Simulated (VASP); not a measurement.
# GaSb (F-43m) in VASP: further runs

Aim: see how the results for GaSb move with the level of theory and the settings. Levels: PBE, LDA, HSE06. Tasks: relaxation of cell and atoms, single point.

Program: VASP 6.6.1. These are calculated values, not measurements. Logs are shortened: lines on timing, memory, paths and dates and some standing lists are left out, and cuts for length are marked.

### 1 The cell of the first run

Symmetry: F-43m, No. 216, cubic system. The conventional cell has a = 6.118 Å, b = 6.118 Å, c = 6.118 Å, α = 90.00°, β = 90.00°, γ = 90.00°. Ga (site symmetry -43m) has 4 Sb at 2.65 Å within 3.5 Å. Sb (site symmetry -43m) has 4 Ga at 2.65 Å within 3.5 Å.

### 2 Relaxation of cell and atoms, PBE

The input, INCAR:

```
SYSTEM = GaSb
PREC = Accurate
ENCUT = 600
EDIFF = 1E-7
ISMEAR = -1
SIGMA = 0.02
LREAL = .False.
LASPH = .True.
NELM = 80
ALGO = Normal
ISIF = 3
LWAVE = .False.
LCHARG = .False.
GGA = PE
IBRION = 2
NSW = 80
EDIFFG = -0.005
```

The input, KPOINTS:

```
Automatic mesh
0
Gamma
  6 6 6
  0 0 0
```

The input, POSCAR:

```
GaSb
1.0
    0.0000000000      3.0590000000      3.0590000000
    3.0590000000      0.0000000000      3.0590000000
    3.0590000000      3.0590000000      0.0000000000
Ga Sb
1 1
Direct
    0.0000000000      0.0000000000      0.0000000000
    0.2500000000      0.2500000000      0.2500000000
```

Potentials or basis: VASP PAW PBE potentials, release 64 (Ga_d, Sb).

Launch:

```console
$ cat potpaw_PBE.64/Ga_d/POTCAR potpaw_PBE.64/Sb/POTCAR > POTCAR
$ mpirun -np 1 vasp_std > vasp.out
```

OUTCAR:

```text
SYSTEM = GaSb
   PREC = Accurate
   ENCUT = 600
   EDIFF = 1E-7
   ISMEAR = -1
   LREAL = .False.
   LASPH = .True.
   NELM = 80
   ISIF = 3
   GGA = PE
   IBRION = 2
   NSW = 80
   EDIFFG = -0.005

 ion  position               nearest neighbor table
   1  0.000  0.000  0.000-   2 2.65   2 2.65   2 2.65   2 2.65
   2  0.250  0.250  0.250-   1 2.65   1 2.65   1 2.65   1 2.65

  LATTYP: Found a face centered cubic cell.
 ALAT       =     6.1180000000

  Lattice vectors:

 A1 = (   0.0000000000,   3.0590000000,   3.0590000000)
 A2 = (   3.0590000000,   0.0000000000,   3.0590000000)
 A3 = (   3.0590000000,   3.0590000000,   0.0000000000)

Analysis of symmetry for initial positions (statically):
=====================================================================
 Subroutine PRICEL returns:
 Original cell was already a primitive cell.

 Routine SETGRP: Setting up the symmetry group for a
 face centered cubic supercell.

 Subroutine GETGRP returns: Found 24 space group operations
 (whereof 24 operations were pure point group operations)
 out of a pool of 48 trial point group operations.

The static configuration has the point symmetry T_d .

Analysis of symmetry for dynamics (positions and initial velocities):
=====================================================================
 Subroutine PRICEL returns:
 Original cell was already a primitive cell.

 Routine SETGRP: Setting up the symmetry group for a
 face centered cubic supercell.

 Subroutine GETGRP returns: Found 24 space group operations
 (whereof 24 operations were pure point group operations)
 out of a pool of 48 trial point group operations.

The dynamic configuration has the point symmetry T_d .

 Subroutine INISYM returns: Found 24 space group operations
 (whereof 24 operations are pure point group operations),
 and found     1 'primitive' translations

----------------------------------------------------------------------------------------

                                     Primitive cell

  volume of cell :      57.2491

  direct lattice vectors                    reciprocal lattice vectors
     0.000000000  3.059000000  3.059000000    -0.163452109  0.163452109  0.163452109
     3.059000000  0.000000000  3.059000000     0.163452109 -0.163452109  0.163452109
     3.059000000  3.059000000  0.000000000     0.163452109  0.163452109 -0.163452109

  length of vectors
     4.326079287  4.326079287  4.326079287     0.283107357  0.283107357  0.283107357

  position of ions in fractional coordinates (direct lattice)
     0.000000000  0.000000000  0.000000000
     0.250000000  0.250000000  0.250000000

  ion indices of the primitive-cell ions
   primitive index   ion index
                 1           1
                 2           2

----------------------------------------------------------------------------------------

 KPOINTS: Automatic mesh

Automatic generation of k-mesh.
 Grid dimensions read from file:
 generate k-points for:    6    6    6

 Generating k-lattice:

  Cartesian coordinates                     Fractional coordinates (reciprocal lattice)
    -0.027242018  0.027242018  0.027242018     0.166666667  0.000000000  0.000000000
     0.027242018 -0.027242018  0.027242018     0.000000000  0.166666667  0.000000000
     0.027242018  0.027242018 -0.027242018     0.000000000  0.000000000  0.166666667

  Length of vectors
     0.047184559  0.047184559  0.047184559

  Shift w.r.t. Gamma in fractional coordinates (k-lattice)
     0.000000000  0.000000000  0.000000000

 Subroutine IBZKPT returns following result:
 ===========================================

 Found     16 irreducible k-points:

 Following reciprocal coordinates:
            Coordinates               Weight
  0.000000  0.000000  0.000000      1.000000
  0.166667  0.000000  0.000000      8.000000
  0.333333  0.000000  0.000000      8.000000
  0.500000  0.000000  0.000000      4.000000
  0.166667  0.166667  0.000000      6.000000
  0.333333  0.166667  0.000000     24.000000
[... 8 lines left out ...]
 -0.333333  0.333333  0.166667     24.000000
[... 40 lines left out ...]

 Free energy of the ion-electron system (eV)
  ---------------------------------------------------
  ext. energy  EPLUGINS =         0.00000000
  ---------------------------------------------------
  free energy    TOTEN  =        -7.32110784 eV

  energy without entropy =       -7.32073539  energy(sigma->0) =       -7.32092162

 E-fermi :   4.9110     XC(G=0):  -9.0836

 val. band max:        4.8778133589   @ k =   0.0000   0.0000   0.0000
 cond. band min:       4.9125874216   @ k =   0.0000   0.0000   0.0000
 fundamental gap:      0.0347740627
 Fermi energy:         4.9109809402

 k-point     1 :       0.0000    0.0000    0.0000
  band No.  band energies     occupation
      1     -10.1654      2.00000
      2     -10.1654      2.00000
      3     -10.1654      2.00000
      4     -10.1159      2.00000
      5     -10.1159      2.00000
      6      -6.5988      2.00000
      7       4.8778      1.68006
      8       4.8778      1.68004
      9       4.8778      1.68004
     10       4.9126      0.95986
     11       7.6492      0.00000
     12       7.6492      0.00000
     13       7.6492      0.00000

 k-point     2 :       0.1667    0.0000    0.0000
  band No.  band energies     occupation
      1     -10.1724      2.00000
      2     -10.1624      2.00000
      3     -10.1624      2.00000
      4     -10.1162      2.00000
      5     -10.1162      2.00000
      6      -6.3169      2.00000
      7       2.1722      2.00000
      8       4.4746      2.00000
      9       4.4746      2.00000
     10       5.8875      0.00000
     11       8.1910      0.00000
[... 354 lines left out ...]
 POSITION                                       TOTAL-FORCE (eV/Angst)
 -----------------------------------------------------------------------------------
      0.00000      0.00000      0.00000         0.000000     -0.000000      0.000000
      1.55482      1.55482      1.55482        -0.000000      0.000000     -0.000000
 -----------------------------------------------------------------------------------
    total drift:                                0.000001      0.000001      0.000001

  FREE ENERGIE OF THE ION-ELECTRON SYSTEM (eV)
  ---------------------------------------------------
  free  energy   TOTEN  =        -7.3428688493 eV

  energy  without entropy=       -7.3425152235  energy(sigma->0) =       -7.34269204

--------------------------------------- Ionic step        5  -------------------------------------------

 number of electron      17.9999991 magnetization

 Free energy of the ion-electron system (eV)
  ---------------------------------------------------
  ext. energy  EPLUGINS =         0.00000000
  ---------------------------------------------------
  free energy    TOTEN  =        -7.34286938 eV

  energy without entropy =       -7.34251575  energy(sigma->0) =       -7.34269256

 E-fermi :   4.4013     XC(G=0):  -8.8696

 val. band max:        4.3873951883   @ k =   0.0000   0.0000   0.0000
 cond. band min:       4.6905102088   @ k =   0.5000   0.0000   0.0000
 fundamental gap:      0.3031150206
 Fermi energy:         4.4012576760

 k-point     1 :       0.0000    0.0000    0.0000
  band No.  band energies     occupation
      1     -10.5633      2.00000
      2     -10.5633      2.00000
      3     -10.5633      2.00000
      4     -10.5209      2.00000
      5     -10.5209      2.00000
      6      -6.7572      2.00000
      7       4.0789      2.00000
      8       4.3874      1.33335
      9       4.3874      1.33332
     10       4.3874      1.33332
     11       7.1710      0.00000
     12       7.1710      0.00000
     13       7.1710      0.00000

 k-point     2 :       0.1667    0.0000    0.0000
  band No.  band energies     occupation
      1     -10.5690      2.00000
      2     -10.5608      2.00000
      3     -10.5608      2.00000
      4     -10.5211      2.00000
      5     -10.5211      2.00000
      6      -6.4925      2.00000
      7       1.6782      2.00000
      8       4.0159      2.00000
      9       4.0159      2.00000
     10       5.2485      0.00000
     11       7.6797      0.00000
[... 246 lines left out ...]
 POSITION                                       TOTAL-FORCE (eV/Angst)
 -----------------------------------------------------------------------------------
      3.10968      3.10968     -0.00000         0.000000      0.000000      0.000000
      1.55484      1.55484      1.55484        -0.000000     -0.000000     -0.000000
 -----------------------------------------------------------------------------------
    total drift:                                0.000001      0.000001      0.000001

  FREE ENERGIE OF THE ION-ELECTRON SYSTEM (eV)
  ---------------------------------------------------
  free  energy   TOTEN  =        -7.3428693750 eV

  energy  without entropy=       -7.3425157492  energy(sigma->0) =       -7.34269256

 reached required accuracy - stopping structural energy minimisation
```

It took 95 s on 1 thread of Intel Xeon 8259CL, shared host; peak memory 0.21 GiB.

Results:

```yaml
Free_energy: -7.3429 eV
Relaxed_volume: 30.07 Å³/atom
Relaxed_cell: a = 4.398 Å, b = 4.398 Å, c = 4.398 Å, α = 60.00°, β = 60.00°, γ = 60.00°
Space_group_after_relaxing_to_0.1_Å: F-43m (No. 216)
Energy_gained_by_relaxing: 10.9 meV/atom
Ionic_steps: 5
Pressure_after_relaxing: 0.0 GPa
Band_gap_on_the_k_mesh: zero (filled and empty bands touch)
```

Step by step:
| step | energy change (eV) | largest force (eV/Å) | pressure (GPa) | volume (Å³) |
| --- | --- | --- | --- | --- |
| 1 | 0.0000 | 0.0000 | 2.43 | 57.25 |
| 2 | -0.0205 | 0.0000 | -0.52 | 60.92 |
| 3 | -0.0218 | 0.0000 | -0.04 | 60.20 |
| 4 | -0.0218 | 0.0000 | 0.06 | 60.14 |
| 5 | -0.0218 | 0.0000 | 0.02 | 60.14 |

Final structure:
```yaml
crystal:
  lattice:
    - [0.00000, 3.10968, 3.10968]
    - [3.10968, 0.00000, 3.10968]
    - [3.10968, 3.10968, 0.00000]
  atoms:
    - { symbol: Ga, position: [0.00000, 0.00000, 0.00000] }
    - { symbol: Sb, position: [0.25000, 0.25000, 0.25000] }
```

Caveat: semilocal functionals underestimate gaps, so a narrow gap can read as zero; spin-orbit coupling is left out, which moves the levels of the heavy elements. Zero-point motion and thermal expansion aren't in these numbers.

### 3 Relaxation of cell and atoms, LDA

This run uses another cell than the first one, of 30.08 Å³/atom.

The input, INCAR:

```
PREC     = Accurate       # precision mode
ENCUT    = 600            # plane-wave cutoff, eV
EDIFF    = 1E-7           # SCF threshold, eV
ISMEAR   = -1             # smearing method
SIGMA    = 0.02           # smearing width, eV
LREAL    = False          # projectors in reciprocal space
LASPH    = True           # aspherical terms in the spheres
NELM     = 80             # most SCF steps
ALGO     = Normal         # electronic algorithm
ISIF     = 3              # what is computed and relaxed
LWAVE    = False          # write WAVECAR
LCHARG   = False          # write CHGCAR
IBRION   = 2              # ionic algorithm
NSW      = 80             # ionic steps
EDIFFG   = -0.005         # ionic threshold
```

The input, KPOINTS:

```
regular mesh
0
Gamma
  6 6 6
```

The input, POSCAR:

```
GaSb
1.0
    0.0000000000      3.1099061810      3.1099061810
    3.1099061810      0.0000000000      3.1099061810
    3.1099061810      3.1099061810      0.0000000000
Ga Sb
1 1
Direct
    0.0000000000      0.0000000000      0.0000000000
    0.2500000000      0.2500000000      0.2500000000
```

Potentials or basis: VASP PAW LDA potentials, release 64 (Ga_d, Sb).

Launch:

```console
$ cat potpaw_LDA.64/Ga_d/POTCAR potpaw_LDA.64/Sb/POTCAR > POTCAR
$ mpirun -np 1 vasp_std > vasp.out
```

Run time: 88 s. Hardware: 1 thread of Intel Xeon 8259CL, shared host; peak memory 0.18 GiB.

It converged, with:

```
Free energy                           : -8.6404 eV
Relaxed volume                        : 27.75 Å³/atom
Relaxed cell                          : a = 4.282 Å, b = 4.282 Å, c = 4.282 Å, α = 60.00°, β = 60.00°, γ = 60.00°
Space group after relaxing (to 0.1 Å) : F-43m (No. 216)
Energy gained by relaxing             : 27.6 meV/atom
Ionic steps                           : 5
Pressure after relaxing               : 0.0 GPa
Band gap on the k mesh                : 0.09 eV
```

Step by step:
```tsv
step	energy change (eV)	largest force (eV/Å)	pressure (GPa)	volume (Å³)
1	0.0000	0.0000	-3.63	60.16
2	-0.0516	0.0000	1.12	54.42
3	-0.0552	0.0000	-0.04	55.54
4	-0.0552	0.0000	0.04	55.45
5	-0.0552	0.0000	-0.01	55.50
```

Final structure:
```cif
data_structure
_symmetry_space_group_name_H-M 'P 1'
_symmetry_Int_Tables_number 1
_cell_length_a 4.2816
_cell_length_b 4.2816
_cell_length_c 4.2816
_cell_angle_alpha 60.000
_cell_angle_beta 60.000
_cell_angle_gamma 60.000
_cell_volume 55.50
loop_
_atom_site_label
_atom_site_type_symbol
_atom_site_fract_x
_atom_site_fract_y
_atom_site_fract_z
_atom_site_occupancy
Ga1 Ga 0.00000 0.00000 0.00000 1
Sb1 Sb 0.25000 0.25000 0.25000 1
```

Levels at points of the mesh, in eV from the valence-band top:
```
           k point  band 5  band 6  band 7  band 8  band 9  band 10  band 11  band 12  band 13
(0.00, 0.00, 0.00)  -15.17  -11.74    0.00    0.00    0.00     0.09     2.73     2.73     2.73
(0.50, 0.00, 0.00)  -15.17  -10.03   -6.56   -1.21   -1.21     0.36     3.71     3.71     6.29
(0.50, 0.50, 0.00)  -15.16   -9.16   -7.00   -2.69   -2.69     0.79     1.10     8.77     8.77
```

Caveat: spin-orbit coupling is left out, which moves the levels of the heavy elements.

### 4 Single point, PBE, non-collinear spin, zero start, spin-orbit coupling

This run uses another cell than the first one, of 28.82 Å³/atom.

The input, INCAR:

```
SYSTEM = GaSb
PREC = Accurate ; ENCUT = 520
EDIFF = 1E-6 ; ISMEAR = -1
SIGMA = 0.02 ; LREAL = .False.
LASPH = .True. ; NELM = 150
ALGO = Normal ; ISIF = 2
LWAVE = .False. ; LCHARG = .False.
LNONCOLLINEAR = .True. ; MAGMOM = 0 0 0 0 0 0
LORBIT = 11 ; LSORBIT = .True.
GGA_COMPAT = .False. ; LORBMOM = .True.
GGA = PE ; NBANDS = 30
```

The input, KPOINTS:

```
Automatic mesh
0
Gamma
  8 8 8
  0 0 0
```

The input, POSCAR:

```
GaSb
1.0
    0.0000000000      3.0658848228      3.0658848228
    3.0658848228      0.0000000000      3.0658848228
    3.0658848228      3.0658848228      0.0000000000
Ga Sb
1 1
Direct
    0.0000000000      0.0000000000      0.0000000000
    0.2500000000      0.2500000000      0.2500000000
```

Potentials or basis: VASP PAW PBE potentials, release 64 (Ga_d, Sb).

Launch:

```console
$ cat potpaw_PBE.64/Ga_d/POTCAR potpaw_PBE.64/Sb/POTCAR > POTCAR
$ mpirun -np 1 vasp_ncl > vasp.out
```

Wall time 3.4 min (1 thread of Intel Xeon 8259CL, shared host); peak memory 0.36 GiB.

It converged, with:

* Free energy: -7.4191 eV
* Pressure: 2.1 GPa
* Net moment: 0.00 μB per cell
* Valence electrons inside the program's atomic spheres: Ga 11.63; Sb 2.50

Moments on the atoms (μB; x, y, z):
```
Ga  0.00 0.00 0.00
Sb  0.00 0.00 0.00
```

### 5 Relaxation of cell and atoms, HSE06

This run uses another cell than the first one, of 28.82 Å³/atom.

POSCAR is that of step 4.

The input, INCAR.step1:

```
SYSTEM = GaSb
PREC     = Accurate       ! precision mode
ENCUT    = 600            ! plane-wave cutoff, eV
EDIFF    = 1E-5           ! SCF threshold, eV
ISMEAR   = -1             ! smearing method
SIGMA    = 0.02           ! smearing width, eV
LREAL    = .FALSE.        ! projectors in reciprocal space
LASPH    = .TRUE.         ! aspherical terms in the spheres
NELM     = 60             ! most SCF steps
ALGO     = Normal         ! electronic algorithm
LWAVE    = .TRUE.         ! write WAVECAR
LCHARG   = .FALSE.        ! write CHGCAR
GGA      = PE             ! functional
NBANDS   = 16             ! bands
```

The input, INCAR.step2:

```
SYSTEM = GaSb
PREC     = Accurate       ! precision mode
ENCUT    = 600            ! plane-wave cutoff, eV
EDIFF    = 1E-6           ! SCF threshold, eV
ISMEAR   = -1             ! smearing method
SIGMA    = 0.02           ! smearing width, eV
LREAL    = .FALSE.        ! projectors in reciprocal space
LASPH    = .TRUE.         ! aspherical terms in the spheres
NELM     = 60             ! most SCF steps
ALGO     = Normal         ! electronic algorithm
ISIF     = 3              ! what is computed and relaxed
LWAVE    = .FALSE.        ! write WAVECAR
LCHARG   = .FALSE.        ! write CHGCAR
GGA      = PE             ! functional
LHFCALC  = .TRUE.         ! exact exchange
HFSCREEN = 0.2079         ! screening, 1/A
PRECFOCK = Normal       
IBRION   = 2              ! ionic algorithm
NSW      = 80             ! ionic steps
EDIFFG   = -0.005         ! ionic threshold
ISTART   = 1
```

The input, KPOINTS:

```
Automatic mesh
0
G
  4 4 4
  0 0 0
```

Launch:

```console
$ cat potpaw_PBE.64/Ga_d/POTCAR potpaw_PBE.64/Sb/POTCAR > POTCAR
$ cp INCAR.step1 INCAR
$ mpirun -np 1 vasp_std > vasp.out
$ cp INCAR.step2 INCAR
$ mpirun -np 1 vasp_std > vasp.out
```

Run time: 55 min. Hardware: 1 thread of Intel Xeon 8259CL, shared host; peak memory 0.34 GiB.

Results (log left out):

```yaml
Free_energy: -8.7819 eV
Relaxed_volume: 28.76 Å³/atom
Relaxed_cell: a = 4.333 Å, b = 4.333 Å, c = 4.333 Å, α = 60.00°, β = 60.00°, γ = 60.00°
Space_group_after_relaxing_to_0.1_Å: F-43m (No. 216)
Energy_gained_by_relaxing: 0.0 meV/atom
Ionic_steps: 4
Pressure_after_relaxing: 0.0 GPa
Band_gap_on_the_k_mesh: 0.86 eV
```

Final structure:
```
CELL_PARAMETERS angstrom
0.00000 3.06364 3.06364
3.06364 0.00000 3.06364
3.06364 3.06364 0.00000
ATOMIC_POSITIONS crystal
Ga 0.00000 0.00000 0.00000
Sb 0.25000 0.25000 0.25000
```

Levels at points of the mesh, in eV from the valence-band top:
| k point | band 7 | band 8 | band 9 | band 10 | band 11 | band 12 |
| --- | --- | --- | --- | --- | --- | --- |
| (0.00, 0.00, 0.00) | 0.00 | 0.00 | 0.00 | 0.86 | 3.49 | 3.49 |
| (0.50, 0.00, 0.00) | -6.86 | -1.23 | -1.23 | 1.09 | 4.49 | 4.49 |
| (0.50, 0.50, 0.00) | -7.34 | -2.76 | -2.76 | 1.52 | 1.85 | 9.88 |

Caveat: the k points lie up to 0.44 Å⁻¹ apart in the final cell; the PAW data sets were made with another functional, which shifts forces and pressure a little; spin-orbit coupling is left out, which moves the levels of the heavy elements. A k mesh can miss the band edges.

### 6 The runs side by side

```csv
task,level,potentials or basis,spin,cell,k mesh,cutoff (eV),grid for exact exchange (PRECFOCK),share of exact exchange,screening parameter,gap on the mesh (eV),pressure (GPa),relaxed volume (Å³/atom)
relaxation of cell and atoms,PBE,"VASP PAW PBE potentials, release 64 (Ga_d, Sb)",off,"relaxed from a = 4.326 Å, angles 60.0°, 2 atoms",6 × 6 × 6,600,-,-,-,none,0.0,30.07
relaxation of cell and atoms,LDA,"VASP PAW LDA potentials, release 64 (Ga_d, Sb)",off,"relaxed from a = 4.398 Å, angles 60.0°, 2 atoms",6 × 6 × 6,600,-,-,-,0.09,0.0,27.75
single point,PBE,"VASP PAW PBE potentials, release 64 (Ga_d, Sb)","non-collinear, zero start, SOC","a = 4.336 Å, angles 60.0°, 2 atoms",8 × 8 × 8,520,-,-,-,-,2.1,-
relaxation of cell and atoms,HSE06,"VASP PAW PBE potentials, release 64 (Ga_d, Sb)",off,"relaxed from a = 4.336 Å, angles 60.0°, 2 atoms",4 × 4 × 4,600,Normal,0.25,0.2079 1/Å,0.86,0.0,28.76
```

Alike in all rows: smearing fermi-dirac 0.02 eV.

Caveats: some runs use coarse meshes; spin-orbit coupling is left out, which moves the levels of the heavy elements (at least some runs); semilocal functionals underestimate gaps, so a narrow gap can read as zero (at least some runs); the PAW data sets were made with another functional, which shifts forces and pressure a little (at least some runs).

Total energies depend on the potentials used, so only differences within one code and one set of settings carry meaning.
